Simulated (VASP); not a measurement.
# Ru3W in VASP: single point with PBEsol

Aim: the single point of Ru3W with PBEsol.

Everything below comes from runs of VASP 6.6.1. Logs are shortened: lines on timing, memory, paths and dates and some standing lists are left out, and cuts for length are marked.

## (1) The cell of the first run

The cell holds a disordered packing, 12 atoms: a = 6.020 Å, b = 5.420 Å, c = 5.430 Å, α = 90.22°, β = 102.91°, γ = 77.15°.

## (2) Single point, PBEsol

INCAR

```
ALGO = Normal
EDIFF = 1E-7
ENCUT = 520
GGA = PS
ISIF = 2
ISMEAR = 0
ISYM = 0
LASPH = True
LCHARG = False
LREAL = False
LWAVE = False
NBANDS = 96
NELM = 100
PREC = Accurate
SIGMA = 0.1
```

KPOINTS

```
Automatic mesh
0
Gamma
  2 3 3
  0.5 0 0
```

POSCAR

```
Ru3W
1.0
    5.9512407055      0.6485976916     -0.6353952293
    0.6353224620      5.3824827060      0.0279578581
   -0.6547534201      0.0280180223      5.3901538763
Ru W
9 3
Direct
    0.0966507675      0.9700966817      0.4599502863
    0.4409241539      0.6218040903      0.2949368847
    0.7690766932      0.7980602595      0.6286261317
    0.1032889548      0.9669657329      0.9577264149
    0.7674394963      0.7982553556      0.1254333191
    0.4335760417      0.1322477722      0.7988334850
    0.4411311731      0.6285903784      0.7971261073
    0.7631587205      0.2979157475      0.1226178484
    0.7690527337      0.2994768635      0.6282911976
    0.4533940495      0.1166765175      0.3007133337
    0.0975677819      0.4683669678      0.9577872444
    0.0960806217      0.4692991934      0.4610236087
```

Potentials or basis: VASP PAW PBE potentials, release 64 (Ru_pv, W_sv).

Launch:

```sh
$ cat potpaw_PBE.64/Ru_pv/POTCAR potpaw_PBE.64/W_sv/POTCAR > POTCAR
$ mpirun -np 1 vasp_std > vasp.out
```

OUTCAR:

```text
EDIFF = 1E-7
   ENCUT = 520
   GGA = PS
   ISIF = 2
   ISMEAR = 0
   ISYM = 0
   LASPH = True
   LREAL = False
   NELM = 100
   PREC = Accurate

 ion  position               nearest neighbor table
   1  0.097  0.970  0.460-   9 2.67   3 2.69   4 2.69   5 2.70  12 2.70   8 2.71  12 2.72   6 2.72
                             4 2.74  10 2.75   7 2.78   2 2.78
   2  0.441  0.622  0.295-   8 2.65   9 2.67   5 2.70  10 2.70   7 2.70   3 2.71  11 2.72  10 2.72
                            12 2.72   7 2.73   4 2.77   1 2.78
   3  0.769  0.798  0.629-  10 2.61  12 2.67  11 2.68   7 2.68   1 2.69   4 2.70   5 2.70   9 2.70
                             2 2.71   9 2.72   6 2.72   5 2.73
   4  0.103  0.967  0.958-   6 2.66   1 2.69   3 2.70   9 2.70  11 2.71  11 2.71   7 2.72   8 2.72
                             5 2.72   1 2.74  10 2.75   2 2.77
   5  0.767  0.798  0.125-  10 2.61   7 2.67  11 2.68  12 2.69   6 2.70   2 2.70   3 2.70   1 2.70
                             8 2.70   8 2.72   4 2.72   3 2.73
   6  0.434  0.132  0.799-   8 2.66   4 2.66   5 2.70  11 2.70   7 2.70  10 2.70   1 2.72   7 2.72
                             3 2.72   9 2.72  10 2.73  12 2.75
   7  0.441  0.629  0.797-   8 2.65   5 2.67   9 2.67   3 2.68   6 2.70   2 2.70   4 2.72   6 2.72
                            11 2.72   2 2.73  12 2.74   1 2.78
   8  0.763  0.298  0.123-   2 2.65  10 2.65   7 2.65   6 2.66   9 2.69   5 2.70   1 2.71  11 2.71
                             5 2.72   4 2.72  12 2.72   9 2.74
   9  0.769  0.299  0.628-  10 2.66   2 2.67   1 2.67   7 2.67  12 2.68  11 2.68   8 2.69   4 2.70
                             3 2.70   3 2.72   6 2.72   8 2.74
  10  0.453  0.117  0.301-   5 2.61   3 2.61   8 2.65   9 2.66   2 2.70   6 2.70   2 2.72   6 2.73
                             4 2.75   1 2.75  12 2.83  11 2.85
  11  0.098  0.468  0.958-   9 2.68   3 2.68   5 2.68  12 2.70   6 2.70   4 2.71   4 2.71   8 2.71
                             2 2.72   7 2.72  12 2.73  10 2.85
  12  0.096  0.469  0.461-   3 2.67   9 2.68   5 2.69  11 2.70   1 2.70   1 2.72   2 2.72   8 2.72
                            11 2.73   7 2.74   6 2.75  10 2.83

IMPORTANT INFORMATION: All symmetrisations will be switched off!
NOSYMM: (Re-)initialisation of all symmetry stuff for point group C_1.

----------------------------------------------------------------------------------------

                                     Primitive cell

  volume of cell :     168.1716

  direct lattice vectors                    reciprocal lattice vectors
     5.951240706  0.648597692 -0.635395229     0.172512027 -0.020471893  0.021061815
     0.635322462  5.382482706  0.027957858    -0.020894393  0.188272411 -0.003516726
    -0.654753420  0.028018022  5.390153876     0.020444218 -0.003389780  0.188024483

  length of vectors
     6.020105647  5.419920327  5.429847683     0.174994566  0.189460930  0.189163059

  position of ions in fractional coordinates (direct lattice)
     0.096650768  0.970096682  0.459950286
     0.440924154  0.621804090  0.294936885
     0.769076693  0.798060259  0.628626132
     0.103288955  0.966965733  0.957726415
     0.767439496  0.798255356  0.125433319
     0.433576042  0.132247772  0.798833485
     0.441131173  0.628590378  0.797126107
     0.763158721  0.297915747  0.122617848
     0.769052734  0.299476863  0.628291198
     0.453394049  0.116676517  0.300713334
     0.097567782  0.468366968  0.957787244
     0.096080622  0.469299193  0.461023609

  ion indices of the primitive-cell ions
   primitive index   ion index
                 1           1
                 2           2
                 3           3
                 4           4
                 5           5
                 6           6
                 7           7
                 8           8
                 9           9
                10          10
                11          11
                12          12

----------------------------------------------------------------------------------------

 KPOINTS: Automatic mesh

Automatic generation of k-mesh.
 Grid dimensions read from file:
 generate k-points for:    2    3    3

 Generating k-lattice:

  Cartesian coordinates                     Fractional coordinates (reciprocal lattice)
     0.086256014 -0.010235946  0.010530907     0.500000000  0.000000000  0.000000000
    -0.006964798  0.062757470 -0.001172242    -0.000000000  0.333333333  0.000000000
     0.006814739 -0.001129927  0.062674828     0.000000000  0.000000000  0.333333333

  Length of vectors
     0.087497283  0.063153643  0.063054353

  Shift w.r.t. Gamma in fractional coordinates (k-lattice)
     0.500000000  0.000000000  0.000000000

 Subroutine IBZKPT returns following result:
 ===========================================

 Found      9 irreducible k-points:

 Following reciprocal coordinates:
            Coordinates               Weight
  0.250000 -0.000000  0.000000      2.000000
  0.250000  0.333333  0.000000      2.000000
 -0.250000  0.333333 -0.000000      2.000000
  0.250000  0.000000  0.333333      2.000000
 -0.250000 -0.000000  0.333333      2.000000
  0.250000  0.333333  0.333333      2.000000
 -0.250000  0.333333  0.333333      2.000000
  0.250000 -0.333333  0.333333      2.000000
 -0.250000 -0.333333  0.333333      2.000000
   k-points           NKPTS =      9   k-points in BZ     NKDIM =      9   number of bands    NBANDS=     96
   number of dos      NEDOS =    301   number of ions     NIONS =     12
   total plane-waves  NPLWV =  76800
   dimension x,y,z NGX =    48 NGY =   40 NGZ =   40
   dimension x,y,z NGXF=    96 NGYF=   80 NGZF=   80
   ions per type =               9   3
   NGX,Y,Z   is equivalent  to a cutoff of  13.26, 12.27, 12.25 a.u.
   NGXF,Y,Z  is equivalent  to a cutoff of  26.51, 24.54, 24.49 a.u.
 SYSTEM =  unknown system
   PREC   = accura    normal or accurate (medium, high low for compatibility)
   ISTART =      0    job   : 0-new  1-cont  2-samecut
   ICHARG =      2    charge: 1-file 2-atom 10-const
   ISPIN  =      1    spin polarized calculation?
   LNONCOLLINEAR =      F non collinear calculations
   LSORBIT =      F    spin-orbit coupling
   LASPH  =      T    aspherical Exc in radial PAW
   ENCUT  =  520.0 eV  38.22 Ry    6.18 a.u.  11.19 10.08 10.10*2*pi/ulx,y,z
   NELM   =    100;   NELMIN=  2; NELMDL= -5     # of ELM steps
   EDIFF  = 0.1E-06   stopping-criterion for ELM
   LREAL  =      F    real-space projection
   EDIFFG = 0.1E-05   stopping-criterion for IOM
   NSW    =      0    number of steps for IOM
   IBRION =     -1    ionic relax: 0-MD 1-quasi-New 2-CG
   NFREE  =      0    steps in history (QN), initial steepest desc. (CG)
   ISIF   =      2    stress and relaxation
   ISYM   =      0    0-nonsym 1-usesym 2-fastsym
   POTIM  = 0.5000    time-step for ionic-motion
   TEBEG  =    0.0;   TEEND  =   0.0 temperature during run
   PSTRESS=    0.0 pullay stress
   NELECT =     168.0000    total number of electrons
   NUPDOWN=      -1.0000    fix difference up-down
   EMIN   =  10.00;   EMAX   =-10.00  energy-range for DOS
   EFERMI =   0.00;   METHOD = LEGACY
   ISMEAR =     0;   SIGMA  =   0.10  broadening in eV -4-tet -1-fermi 0-gaus
   EFERMI_NEDOS =   21; number of points for ismear=-14 and -15
   IALGO  =     38    algorithm
   IMIX   =      4    mixing-type and parameters
     AMIX     =   0.40;   BMIX     =  1.00
     AMIX_MAG =   1.60;   BMIX_MAG =  1.00
  volume/ion in A,a.u.               =      14.01        94.57
  Fermi-wavevector in a.u.,A,eV,Ry     =   1.636542  3.092615 36.440050  2.678268
  Thomas-Fermi vector in A             =   2.727831
   LORBIT       =      0    0 simple, 1 ext, 2 COOP (PROOUT), +10 PAW based schemes
   GGA     = PS    functional components
   LHFCALC =     F    Hartree Fock is set to
   AEXX    =    0.0000 exact exchange contribution
   IVDW    =     0    specifies the selected vdW correction
   LEPSILON=     F    determine dielectric tensor
   LRPA    =     F    only Hartree local field effects (RPA)
 non-spin polarized calculation
 Gauss-broadening in eV      SIGMA  =   0.10
  energy-cutoff  :      520.00
  volume of cell :      168.17
 maximum number of plane-waves:      4541
 NGX is ok and might be reduce to    48
   NGX = 23   NGY = 21   NGZ = 21

 number of electron     168.0000004 magnetization

 Free energy of the ion-electron system (eV)
  ---------------------------------------------------
  ext. energy  EPLUGINS =         0.00000000
  ---------------------------------------------------
  free energy    TOTEN  =      -131.89459410 eV

  energy without entropy =     -131.84086904  energy(sigma->0) =     -131.86773157

 E-fermi :  12.2430     XC(G=0): -14.1882

 val. band max:       12.2383693612   @ k =  -0.2500   0.3333   0.3333
 cond. band min:      12.2517571702   @ k =   0.2500   0.3333   0.0000
 fundamental gap:      0.0133878090
 Fermi energy:        12.2429869747

 k-point     1 :       0.2500   -0.0000    0.0000
  band No.  band energies     occupation
      1     -61.7738      2.00000
      2     -61.6729      2.00000
      3     -61.5883      2.00000
      4     -30.9561      2.00000
      5     -30.9295      2.00000
      6     -30.8953      2.00000
[... 88 lines left out ...]
     95      14.5948      0.00000
     96      14.6999      0.00000

 k-point     2 :       0.2500    0.3333    0.0000
  band No.  band energies     occupation
      1     -61.7738      2.00000
      2     -61.6730      2.00000
      3     -61.5883      2.00000
      4     -30.9036      2.00000
      5     -30.8554      2.00000
      6     -30.8176      2.00000
[... 682 lines left out ...]
     95      13.8205      0.00000
     96      14.1551      0.00000

 k-point     9 :      -0.2500   -0.3333    0.3333
  band No.  band energies     occupation
      1     -61.7736      2.00000
      2     -61.6626      2.00000
      3     -61.5991      2.00000
      4     -30.8196      2.00000
      5     -30.7992      2.00000
      6     -30.7827      2.00000
[... 88 lines left out ...]
     95      13.9025      0.00000
     96      14.1560      0.00000

------------------------ aborting loop because EDIFF is reached ----------------------------------------

  FORCE on cell =-STRESS in cart. coord.  units (eV):
  Direction    XX          YY          ZZ          XY          YZ          ZX
  --------------------------------------------------------------------------------------
  -------------------------------------------------------------------------------------
  Total        0.0530976      0.0466348      0.1149210     -0.0789512      0.0132884      0.0124597
  in kB        0.5058627      0.4442918      1.0948568     -0.7521710      0.1265995      0.1187043
  external PRESSURE =       0.6816704 kB  Pullay stress =       0.0000000 kB

 VOLUME and BASIS-vectors are now :
 -----------------------------------------------------------------------------
  energy-cutoff  :      520.00
  volume of cell :      168.17
      direct lattice vectors                 reciprocal lattice vectors
     5.951240706  0.648597692 -0.635395229     0.172512027 -0.020471893  0.021061815
     0.635322462  5.382482706  0.027957858    -0.020894393  0.188272411 -0.003516726
    -0.654753420  0.028018022  5.390153876     0.020444218 -0.003389780  0.188024483

 POSITION                                       TOTAL-FORCE (eV/Angst)
 -----------------------------------------------------------------------------------
      0.89036      5.29710      2.44491        -0.010772     -0.006817      0.002748
      2.82598      3.64110      1.32698         0.011491      0.011750     -0.001246
      4.67239      4.81198      2.92204        -0.013410      0.004210      0.004584
      0.60196      5.29850      5.12370        -0.006311      0.001396     -0.010087
      4.99224      4.79787      0.21080         0.002342      0.000618     -0.013994
      2.14130      1.01542      4.03404         0.009971     -0.018988      0.001778
      2.50271      3.69183      4.03391         0.018660      0.015532     -0.005845
      4.65073      2.10194      0.18435        -0.001217     -0.003728     -0.000828
      4.35571      2.12834      2.90631        -0.007656     -0.008523      0.012336
      2.57549      0.93051      1.33607        -0.005862      0.000359      0.003361
      0.25110      2.61109      5.11372        -0.001997      0.007265      0.010402
      0.56810      2.60123      2.43706         0.004760     -0.003072     -0.003209
 -----------------------------------------------------------------------------------
    total drift:                               -0.000057     -0.000147     -0.000170

  FREE ENERGIE OF THE ION-ELECTRON SYSTEM (eV)
  ---------------------------------------------------
  free  energy   TOTEN  =      -131.8945940999 eV

  energy  without entropy=     -131.8408690439  energy(sigma->0) =     -131.86773157
```

Run time: 4 min. Hardware: 1 thread of Intel Xeon Platinum 8259CL at 2.50GHz (Skylake/Cascade Lake), shared host; peak memory 0.3 GiB.

Results:

```
Free energy            : -131.8946 eV
Pressure               : 0.1 GPa
Largest force          : 0.025 eV/Å
Band gap on the k mesh : zero (bands 84 and 85 overlap by 0.57 eV)
```

Forces on the atoms (eV/Å):
```
Ru  -0.011 -0.007  0.003
Ru   0.011  0.012 -0.001
Ru  -0.013  0.004  0.005
Ru  -0.006  0.001 -0.010
Ru   0.002  0.001 -0.014
Ru   0.010 -0.019  0.002
Ru   0.019  0.016 -0.006
Ru  -0.001 -0.004 -0.001
Ru  -0.008 -0.009  0.012
W   -0.006  0.000  0.003
W   -0.002  0.007  0.010
W    0.005 -0.003 -0.003
```

Levels at points of the mesh, in eV from the Fermi level:
| k point | band 80 | band 81 | band 82 | band 83 | band 84 | band 85 | band 86 | band 87 | band 88 | band 89 |
| --- | --- | --- | --- | --- | --- | --- | --- | --- | --- | --- |
| (0.25, 0.00, 0.00) | -0.26 | -0.11 | -0.09 | 0.20 | 0.32 | 0.38 | 0.58 | 0.82 | 0.98 | 1.45 |

Caveat: the k points lie up to 0.55 Å⁻¹ apart, too coarse for converged energies and pressures of a metal; the PAW data sets were made with another functional, which shifts forces and pressure a little; spin-orbit coupling is left out, which moves the levels of the heavy elements.
